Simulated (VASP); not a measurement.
Input of a VASP 6.6.1 run:

INCAR

```
ALGO     = Normal         # electronic algorithm
EDIFF    = 1E-6           # SCF threshold, eV
ENCUT    = 520            # plane-wave cutoff, eV
ISIF     = 2              # what is computed and relaxed
ISMEAR   = 0              # smearing method
ISPIN    = 2              # spin polarisation
LASPH    = T              # aspherical terms in the spheres
LCHARG   = F              # write CHGCAR
LDAU     = T              # DFT+U
LDAUJ    = 0 0          
LDAUL    = 2 -1           # shell
LDAUPRINT= 1            
LDAUTYPE = 2            
LDAUU    = 4 0            # U, eV
LMAXMIX  = 4              # l up to which the mixer works
LORBIT   = 11             # projections on sites
LREAL    = F              # projectors in reciprocal space
LWAVE    = F              # write WAVECAR
MAGMOM   = 5 5 0 0        # initial moments
NBANDS   = 31             # bands
NELM     = 150            # most SCF steps
PREC     = Accurate       # precision mode
SIGMA    = 0.05           # smearing width, eV
```

Contents of KPOINTS:

```
k-points
0
Gamma
  6 6 4
```

Contents of POSCAR:

```
MnO
1.0
    3.3245797900      0.0000000000      0.0000000000
    0.0000000000      3.3245797900      0.0000000000
    0.0000000000      0.0000000000      4.8678197500
Mn O
2 2
Direct
    0.0000000000      0.0000000000      0.0000000000
    0.5000000000      0.5000000000      0.0000000000
    0.5000000000      0.0000000000      0.2670000000
    0.0000000000      0.5000000000      0.7330000000
```

Potentials or basis: VASP PAW LDA potentials, release 64 (Mn_pv, O).

The run is started by

```sh
$ cat potpaw_LDA.64/Mn_pv/POTCAR potpaw_LDA.64/O/POTCAR > POTCAR
$ mpirun -np 1 vasp_std > vasp.out
```

Question: Predict the largest force.

Answer: 2.578 eV/Å.

Question: Predict the net moment.

Answer: 10.00 μB per cell.

Eigenvalues of the final occupation matrices:
```
    site  spin  trace               eigenvalues
site 1 d     1   4.74  0.94 0.94 0.95 0.95 0.95
site 1 d     2   0.35  0.04 0.05 0.08 0.08 0.11
site 2 d     1   4.74  0.94 0.94 0.95 0.95 0.95
site 2 d     2   0.35  0.04 0.05 0.08 0.08 0.11
```

Caveat: only a ferromagnetic start was run, and an antiferromagnetic order may lie lower in energy; forces of over 1 eV/Å act on the atoms, so gaps and moduli don't describe the material at rest. The state reached can hang on the start; a lower one may exist.
